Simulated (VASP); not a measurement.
# Rb2PdC2 (P-3m1) in VASP: further runs

The runs below take Rb2PdC2 through single point, relaxation of shape and atoms at fixed volume, with LDA.

Program: VASP 6.6.1. These are calculated values, not measurements. Logs are shortened: lines on timing, memory, paths and dates and some standing lists are left out, and cuts for length are marked.

### Step 1. The cell of the first run

Symmetry: P-3m1, No. 164, trigonal system. The conventional cell has a = 4.983 Å, b = 4.983 Å, c = 5.159 Å, α = 90.00°, β = 90.00°, γ = 120.00°. Within 3.8 Å of Rb (site symmetry 3m) lie 6 C at 2.92 to 3.37 Å and 3 Pd at 3.22 Å and 3 Rb at 3.65 Å. Within 2.6 Å of Pd (site symmetry -3m) lie 2 C at 1.95 Å. C (site symmetry 3m) has 1 C at 1.25 Å within 1.7 Å.

### Step 2. Single point, LDA (22.19 Å³/atom)

File INCAR:

```
PREC = Accurate ; ENCUT = 700
EDIFF = 1E-6 ; ISMEAR = 0
SIGMA = 0.02 ; LREAL = F
LASPH = T ; NELM = 120
ALGO = Normal ; ISIF = 2
LWAVE = F ; LCHARG = T
GGA = CA ; LELF = T
LVHAR = T ; NBANDS = 30
GGA_COMPAT = F
```

File KPOINTS:

```
Automatic mesh
0
Gamma
  6 6 6
```

File POSCAR:

```
Rb2PdC2
1.0
    4.9830768642      0.0000000000      0.0000000000
   -2.4915384321      4.3154711534      0.0000000000
    0.0000000000      0.0000000000      5.1587073374
Rb Pd C
2 1 2
Direct
    0.3333333333      0.6666666667      0.2818084910
    0.6666666667      0.3333333333      0.7181915090
    0.0000000000      0.0000000000      0.0000000000
    0.0000000000      0.0000000000      0.3783979019
    0.0000000000      0.0000000000      0.6216020981
```

Potentials or basis: VASP PAW LDA potentials, release 64 (Rb_sv, Pd_sv_GW, C).

Launch:

```console
$ cat potpaw_LDA.64/Rb_sv/POTCAR potpaw_LDA.64/Pd_sv_GW/POTCAR potpaw_LDA.64/C/POTCAR > POTCAR
$ mpirun -np 1 vasp_std > vasp.out
```

OUTCAR:

```text
PREC = Accurate
   ENCUT = 700
   EDIFF = 1E-6
   ISMEAR = 0
   LREAL = F
   LASPH = T
   NELM = 120
   ISIF = 2
   GGA = CA

 ion  position               nearest neighbor table
   1  0.333  0.667  0.282-   4 2.92   4 2.92   4 2.92   3 3.22   3 3.22   3 3.22   5 3.37   5 3.37
                             5 3.37   2 3.65   2 3.65   2 3.65   2 4.09   2 4.09   2 4.09
   2  0.667  0.333  0.718-   5 2.92   5 2.92   5 2.92   3 3.22   3 3.22   3 3.22   4 3.37   4 3.37
                             4 3.37   1 3.65   1 3.65   1 3.65   1 4.09   1 4.09   1 4.09
   3  0.000  0.000  0.000-   4 1.95   5 1.95   1 3.22   2 3.22   1 3.22   2 3.22   2 3.22   1 3.22

   4  0.000  0.000  0.378-   5 1.25   3 1.95   1 2.92   1 2.92   1 2.92   2 3.37   2 3.37   2 3.37

   5  0.000  0.000  0.622-   4 1.25   3 1.95   2 2.92   2 2.92   2 2.92   1 3.37   1 3.37   1 3.37

  LATTYP: Found a hexagonal cell.
 ALAT       =     4.9830768642
 C/A-ratio  =     1.0352453871

  Lattice vectors:

 A1 = (   4.9830768642,   0.0000000000,   0.0000000000)
 A2 = (  -2.4915384321,   4.3154711534,   0.0000000000)
 A3 = (   0.0000000000,   0.0000000000,   5.1587073374)

Analysis of symmetry for initial positions (statically):
=====================================================================
 Subroutine PRICEL returns:
 Original cell was already a primitive cell.

 Routine SETGRP: Setting up the symmetry group for a
 hexagonal supercell.

 Subroutine GETGRP returns: Found 12 space group operations
 (whereof 12 operations were pure point group operations)
 out of a pool of 24 trial point group operations.

The static configuration has the point symmetry D_3d.

Analysis of symmetry for dynamics (positions and initial velocities):
=====================================================================
 Subroutine PRICEL returns:
 Original cell was already a primitive cell.

 Routine SETGRP: Setting up the symmetry group for a
 hexagonal supercell.

 Subroutine GETGRP returns: Found 12 space group operations
 (whereof 12 operations were pure point group operations)
 out of a pool of 24 trial point group operations.

The dynamic configuration has the point symmetry D_3d.

 Subroutine INISYM returns: Found 12 space group operations
 (whereof 12 operations are pure point group operations),
 and found     1 'primitive' translations

----------------------------------------------------------------------------------------

                                     Primitive cell

[... 98 lines left out ...]
   EDIFFG = 0.1E-04   stopping-criterion for IOM
   NSW    =      0    number of steps for IOM
   IBRION =     -1    ionic relax: 0-MD 1-quasi-New 2-CG
   NFREE  =      0    steps in history (QN), initial steepest desc. (CG)
   ISIF   =      2    stress and relaxation
   ISYM   =      2    0-nonsym 1-usesym 2-fastsym
   POTIM  = 0.5000    time-step for ionic-motion
   TEBEG  =    0.0;   TEEND  =   0.0 temperature during run
   PSTRESS=    0.0 pullay stress
   NELECT =      44.0000    total number of electrons
   NUPDOWN=      -1.0000    fix difference up-down
   EMIN   =  10.00;   EMAX   =-10.00  energy-range for DOS
   EFERMI =   0.00;   METHOD = LEGACY
   ISMEAR =     0;   SIGMA  =   0.02  broadening in eV -4-tet -1-fermi 0-gaus
   EFERMI_NEDOS =   21; number of points for ismear=-14 and -15
   IALGO  =     38    algorithm
   IMIX   =      4    mixing-type and parameters
     AMIX     =   0.40;   BMIX     =  1.00
     AMIX_MAG =   1.60;   BMIX_MAG =  1.00
  volume/ion in A,a.u.               =      22.19       149.72
  Fermi-wavevector in a.u.,A,eV,Ry     =   1.202828  2.273015 19.684840  1.446795
  Thomas-Fermi vector in A             =   2.338598
   LORBIT       =      0    0 simple, 1 ext, 2 COOP (PROOUT), +10 PAW based schemes
   GGA     = CA    functional components
   LHFCALC =     F    Hartree Fock is set to
   AEXX    =    0.0000 exact exchange contribution
   IVDW    =     0    specifies the selected vdW correction
   LEPSILON=     F    determine dielectric tensor
   LRPA    =     F    only Hartree local field effects (RPA)
 non-spin polarized calculation
 Gauss-broadening in eV      SIGMA  =   0.02
  energy-cutoff  :      700.00
  volume of cell :      110.93
 maximum number of plane-waves:      4702
 NGX is ok and might be reduce to    48
   NGX = 21   NGY = 21   NGZ = 23

 number of electron      43.9999999 magnetization

 Free energy of the ion-electron system (eV)
  ---------------------------------------------------
  ext. energy  EPLUGINS =         0.00000000
  ---------------------------------------------------
  free energy    TOTEN  =       -26.92513618 eV

  energy without entropy =      -26.92513618  energy(sigma->0) =      -26.92513618

 E-fermi :   1.7079     XC(G=0):  -9.3665

 val. band max:        1.5892066594   @ k =   0.5000  -0.0000   0.5000
 cond. band min:       3.2092436086   @ k =   0.5000  -0.0000   0.5000
 fundamental gap:      1.6200369492
 Fermi energy:         1.7078585053

 k-point     1 :       0.0000    0.0000    0.0000
  band No.  band energies     occupation
      1     -81.2155      2.00000
      2     -47.5553      2.00000
      3     -47.0719      2.00000
      4     -47.0719      2.00000
      5     -24.6799      2.00000
      6     -24.5218      2.00000
[... 781 lines left out ...]
     29       7.9134      0.00000
     30       8.4867      0.00000

 [... further k-points ...]

------------------------ aborting loop because EDIFF is reached ----------------------------------------

  FORCE on cell =-STRESS in cart. coord.  units (eV):
  Direction    XX          YY          ZZ          XY          YZ          ZX
  --------------------------------------------------------------------------------------
  -------------------------------------------------------------------------------------
  Total        2.6006278      2.6006278      2.7404255      0.0000000     -0.0000000      0.0000000
  in kB       37.5596980     37.5596980     39.5787324      0.0000000     -0.0000000      0.0000000
  external PRESSURE =      38.2327094 kB  Pullay stress =       0.0000000 kB

 VOLUME and BASIS-vectors are now :
 -----------------------------------------------------------------------------
  energy-cutoff  :      700.00
  volume of cell :      110.93
      direct lattice vectors                 reciprocal lattice vectors
     4.983076864  0.000000000  0.000000000     0.200679224  0.115862204  0.000000000
    -2.491538432  4.315471153  0.000000000     0.000000000  0.231724408  0.000000000
     0.000000000  0.000000000  5.158707337     0.000000000  0.000000000  0.193847011

 POSITION                                       TOTAL-FORCE (eV/Angst)
 -----------------------------------------------------------------------------------
     -0.00000      2.87698      1.45377         0.000000      0.000000      0.002806
      2.49154      1.43849      3.70494        -0.000000      0.000000     -0.002806
      0.00000      0.00000      0.00000        -0.000000      0.000000      0.000000
      0.00000      0.00000      1.95204        -0.000000     -0.000000     -0.023958
      0.00000      0.00000      3.20666        -0.000000      0.000000      0.023958
 -----------------------------------------------------------------------------------
    total drift:                               -0.000000     -0.000000      0.000000

  FREE ENERGIE OF THE ION-ELECTRON SYSTEM (eV)
  ---------------------------------------------------
  free  energy   TOTEN  =       -26.9251361762 eV

  energy  without entropy=      -26.9251361762  energy(sigma->0) =      -26.92513618
```

It took 3.2 min on 1 thread of AMD EPYC 7R43 (Zen 3), shared host; peak memory 0.35 GiB.

Results:

| Quantity | Value |
| --- | --- |
| Free energy | -26.9251 eV |
| Pressure | 3.8 GPa |
| Largest force | 0.024 eV/Å |
| Band gap on the k mesh | 1.62 eV |

Forces in eV/Å, atoms in the order of the input:
```
Rb   0.000  0.000  0.003
Rb   0.000  0.000 -0.003
Pd   0.000  0.000  0.000
C    0.000  0.000 -0.024
C    0.000  0.000  0.024
```

Caveat: the cell stands under pressure.

### Step 3. Relaxation of shape and atoms at fixed volume, LDA (21.46 Å³/atom)

This run uses another cell than the first one, of 21.46 Å³/atom.

File INCAR:

```
PREC = Accurate
ENCUT = 600
EDIFF = 1E-6
ISMEAR = 0
SIGMA = 0.02
LREAL = F
LASPH = T
NELM = 80
ALGO = Normal
ISIF = 4
LWAVE = F
LCHARG = F
GGA = CA
IBRION = 2
NSW = 50
EDIFFG = -0.01
```

KPOINTS is that of step 2.

Edit POSCAR of step 2 so:

```diff
@@ -2,5 +2,5 @@
 1.0
-    4.9830768642      0.0000000000      0.0000000000
-   -2.4915384321      4.3154711534      0.0000000000
-    0.0000000000      0.0000000000      5.1587073374
+    4.9277047603      0.0000000000      0.0000000000
+   -2.4638523802      4.2675175048      0.0000000000
+    0.0000000000      0.0000000000      5.1013836223
 Rb Pd C
```

Potentials or basis: VASP PAW LDA potentials, release 64 (Rb_sv, Pd, C).

Launch:

```console
$ cat potpaw_LDA.64/Rb_sv/POTCAR potpaw_LDA.64/Pd/POTCAR potpaw_LDA.64/C/POTCAR > POTCAR
$ mpirun -np 1 vasp_std > vasp.out
```

Wall time 3.2 min (1 thread of Intel Xeon 6975P-C (Granite Rapids), shared host); peak memory 0.27 GiB.

The run converged. Its results:

| Property | Result |
| --- | --- |
| Free energy | -28.2750 eV |
| Energy gained by relaxing | 2.4 meV/atom |
| Ionic steps | 8 |
| Pressure after relaxing | 5.5 GPa |
| Largest force after relaxing | 0.006 eV/Å |
| Band gap on the k mesh | 1.65 eV |

Forces in eV/Å, atoms in the order of the input:
```
Rb   0.000  0.000  0.006
Rb   0.000  0.000 -0.006
Pd   0.000  0.000  0.000
C    0.000  0.000 -0.005
C    0.000  0.000  0.005
```

Step by step:
| step | energy change (eV) | largest force (eV/Å) | pressure (GPa) | volume (Å³) |
| --- | --- | --- | --- | --- |
| 1 | 0.0000 | 0.7275 | 6.51 | 107.28 |
| 2 | 0.2110 | 5.0409 | 3.03 | 107.28 |
| 3 | -0.0067 | 0.3908 | 5.90 | 107.28 |
| 4 | -0.0068 | 0.3345 | 5.92 | 107.28 |
| 5 | -0.0104 | 0.1102 | 5.20 | 107.28 |
| 6 | -0.0121 | 0.0425 | 5.45 | 107.28 |
| 7 | -0.0118 | 0.2266 | 5.60 | 107.28 |
| 8 | -0.0121 | 0.0061 | 5.46 | 107.28 |

Final structure:
```yaml
crystal:
  lattice:
    - [4.90673, 0.00000, 0.00000]
    - [-2.45337, 4.24935, 0.00000]
    - [0.00000, 0.00000, 5.14509]
  atoms:
    - { symbol: Rb, position: [0.33333, 0.66667, 0.28197] }
    - { symbol: Rb, position: [0.66667, 0.33333, 0.71803] }
    - { symbol: Pd, position: [0.00000, 0.00000, 0.00000] }
    - { symbol: C, position: [0.00000, 0.00000, 0.37829] }
    - { symbol: C, position: [0.00000, 0.00000, 0.62171] }
```

Levels at points of the mesh, in eV from the valence-band top:
| k point | band 15 | band 16 | band 17 | band 18 | band 19 | band 20 | band 21 | band 22 |
| --- | --- | --- | --- | --- | --- | --- | --- | --- |
| (0.00, 0.00, 0.00) | -2.27 | -1.52 | -1.34 | -1.34 | 3.96 | 4.62 | 5.13 | 5.13 |
| (0.50, 0.00, 0.00) | -2.12 | -1.45 | -1.29 | -0.44 | 2.60 | 3.40 | 4.39 | 5.75 |
| (0.00, 0.00, 0.50) | -1.34 | -1.25 | -0.11 | -0.11 | 2.21 | 2.21 | 4.51 | 5.32 |
| (0.50, 0.00, 0.50) | -1.32 | -0.83 | -0.12 | 0.00 | 1.65 | 3.10 | 4.96 | 5.20 |

A k mesh can miss the band edges.

### Step 4. Relaxation of shape and atoms at fixed volume, LDA (22.19 Å³/atom)

File INCAR:

```
SYSTEM = Rb2PdC2
PREC = Accurate
ENCUT = 600
EDIFF = 1E-7
ISMEAR = 0
SIGMA = 0.02
LREAL = .FALSE.
LASPH = .TRUE.
NELM = 80
ALGO = Normal
ISIF = 4
LWAVE = .FALSE.
LCHARG = .FALSE.
IBRION = 2
NSW = 50
EDIFFG = -0.01
```

File KPOINTS:

```
regular mesh
0
G
  6 6 6
  0 0 0
```

File POSCAR:

```
Rb2PdC2
1.0
    5.0035714030      0.0000000000      0.0000000000
   -2.5017857015      4.3332199446      0.0000000000
    0.0000000000      0.0000000000      5.1165339398
Rb Pd C
2 1 2
Direct
    0.3333333333      0.6666666667      0.2810316933
    0.6666666667      0.3333333333      0.7189683067
    0.0000000000      0.0000000000      0.0000000000
    0.0000000000      0.0000000000      0.3784678024
    0.0000000000      0.0000000000      0.6215321976
```

Launch:

```console
$ cat potpaw_LDA.64/Rb_sv/POTCAR potpaw_LDA.64/Pd/POTCAR potpaw_LDA.64/C/POTCAR > POTCAR
$ mpirun -np 1 vasp_std > vasp.out
```

Run time: 3.8 min. Hardware: 1 thread of Intel Xeon 6975P-C (Granite Rapids), shared host; peak memory 0.28 GiB.

It converged, with:

- Free energy: -28.3814 eV
- Energy gained by relaxing: 2.3 meV/atom
- Ionic steps: 9
- Pressure after relaxing: 3.8 GPa
- Largest force after relaxing: 0.007 eV/Å
- Band gap on the k mesh: 1.61 eV

Forces on the atoms (eV/Å):
```
Rb   0.000  0.000  0.007
Rb   0.000  0.000 -0.007
Pd   0.000  0.000  0.000
C    0.000  0.000  0.004
C    0.000  0.000 -0.004
```

Step by step:
| step | energy change (eV) | largest force (eV/Å) | pressure (GPa) | volume (Å³) |
| --- | --- | --- | --- | --- |
| 1 | 0.0000 | 0.7075 | 4.75 | 110.93 |
| 2 | 0.1957 | 4.8421 | 1.43 | 110.93 |
| 3 | -0.0065 | 0.3770 | 4.15 | 110.93 |
| 4 | -0.0065 | 0.3192 | 4.19 | 110.93 |
| 5 | -0.0103 | 0.1044 | 3.50 | 110.93 |
| 6 | -0.0117 | 0.0345 | 3.72 | 110.93 |
| 7 | -0.0117 | 0.0396 | 3.73 | 110.93 |
| 8 | -0.0114 | 0.1927 | 3.86 | 110.93 |
| 9 | -0.0117 | 0.0066 | 3.75 | 110.93 |

Final structure:
```xyz
5
Lattice="4.9827 0.0000 0.0000 -2.4914 4.3152 0.0000 0.0000 0.0000 5.1594" Properties=species:S:1:pos:R:3 pbc="T T T"
Rb    0.0000    2.8768    1.4507
Rb    2.4914    1.4384    3.7087
Pd    0.0000    0.0000    0.0000
C     0.0000    0.0000    1.9521
C     0.0000    0.0000    3.2074
```

Levels at points of the mesh, in eV from the valence-band top:
| k point | band 14 | band 15 | band 16 | band 17 | band 18 | band 19 | band 20 | band 21 | band 22 |
| --- | --- | --- | --- | --- | --- | --- | --- | --- | --- |
| (0.00, 0.00, 0.00) | -2.22 | -2.22 | -1.52 | -1.31 | -1.31 | 3.90 | 4.44 | 5.12 | 5.12 |
| (0.50, 0.00, 0.00) | -2.21 | -2.08 | -1.41 | -1.26 | -0.46 | 2.55 | 3.36 | 4.36 | 5.63 |
| (0.00, 0.00, 0.50) | -1.31 | -1.31 | -1.25 | -0.08 | -0.08 | 2.22 | 2.22 | 4.35 | 5.21 |
| (0.50, 0.00, 0.50) | -1.36 | -1.29 | -0.84 | -0.09 | 0.00 | 1.61 | 3.03 | 4.91 | 5.11 |

A k mesh can miss the band edges.

(Part 1 of 2 ends here.)
